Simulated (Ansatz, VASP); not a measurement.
# One calculation of LaTe, two programs

File INCAR:

```
ALGO = Normal ; EDIFF = 1E-8
ENCUT = 520 ; GGA = CA
ISIF = 2 ; ISMEAR = -1
LASPH = T ; LCHARG = F
LEFG = T ; LREAL = F
LWAVE = F ; NBANDS = 16
NELM = 100 ; PREC = Accurate
SIGMA = 0.08
```

Contents of KPOINTS:

```
k-points
0
Gamma
  10 10 10
```

POSCAR

```
LaTe
1.0
    0.0000000000      3.2110000000      3.2752200000
    3.2110000000      0.0000000000      3.2752200000
    3.2110000000      3.2110000000      0.0000000000
La Te
1 1
Direct
    0.0000000000      0.0000000000      0.0000000000
    0.5000000000      0.5000000000      0.5000000000
```

Input for Ansatz:

```yaml
crystal:
  lattice:
    - [0.0, 3.211, 3.27522]
    - [3.211, 0.0, 3.27522]
    - [3.211, 3.211, 0.0]
  atoms:
    - { symbol: La, position: [0.0, 0.0, 0.0] }
    - { symbol: Te, position: [0.5, 0.5, 0.5] }
kpoints:
  mp_grid: { grid: [10, 10, 10] }
scf:
  occupations: { method: fermi_dirac, width: 0.08 }
hamiltonian:
  xc: lda
  pseudopotentials: { kind: paw }
output:
  forces: true
  stress: true
  eigenvalues: true
  efg: { contact_densities: true }
```

Change from the starting cell: zz strain of +2 %, PAW files.

Alike in both runs: task electric field gradients; functional LDA; k mesh 10 × 10 × 10; occupations fermi-dirac, width 0.08 eV; no spin polarisation.

```csv
,VASP,Ansatz
version,VASP 6.6.1,Ansatz 0.2.0
potentials or method,"VASP PAW LDA potentials, release 64 (La, Te)","PAW with Ansatz's default frozen-core files, scalar-relativistic"
plane-wave cutoff (eV),520,420
valence electrons in the cell,17,27
```

Ansatz gave:

- pressure (GPa): -3.2
- traceless stress, the component that is largest in VASP (GPa): -1.53
- size of Vzz on the site where it differs most (V/Å²): 29.6

Which values does VASP return?

Pressure (GPa): -3.1; traceless stress, the component that is largest in VASP (GPa): -1.53; size of Vzz on the site where it differs most (V/Å²): 30.1.

LDA's correlation is that of Perdew and Zunger in VASP and of Perdew and Wang (1992) in Ansatz. VASP's potentials hold 17 valence electrons a cell and Ansatz's 27, so a difference there can come from the potentials and not from the codes.

Spin-orbit coupling is off throughout.
